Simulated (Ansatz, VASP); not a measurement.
**Two plane-wave programs on BaCaSe3**

```
Ba Ca Se
1.0
     5.84918    0.00000    0.00000
     0.00000    5.84918    0.00000
     0.00000    0.00000    5.84918
Ba Ca Se
1 1 3
Direct
  0.50000 0.50000 0.50000
  0.00000 0.00000 0.00000
  0.50000 0.50000 0.00000
  0.50000 0.00000 0.50000
  0.00000 0.50000 0.50000
```

Alike in both runs: functional PBE; k mesh 8 × 8 × 8; occupations gaussian, width 0.1 eV; no spin polarisation.

Ansatz relaxed the structure, and its values are those at the end. VASP's run is a single point on that final structure, the one shown.

|  | VASP | Ansatz |
| --- | --- | --- |
| version | VASP 6.6.1 | Ansatz 0.2.0 |
| potentials or method | VASP PAW PBE potentials, release 64 (Ba_sv, Ca_sv, Se), cutoff 520 eV | scalar-relativistic, plane waves, PAW |
| valence electrons in the cell | 38 | 68 |

```tsv
	VASP	Ansatz	Ansatz less VASP
gap on the k mesh at the Fermi level (eV)	none	none	-
pressure (GPa)	0.5	0.0	-0.48
```

A gap of «none» marks a metal or a gap that the smearing closes. VASP's potentials hold 38 valence electrons a cell and Ansatz's 68, so a difference there can come from the potentials and not from the codes.

Neither program's run includes spin-orbit coupling.
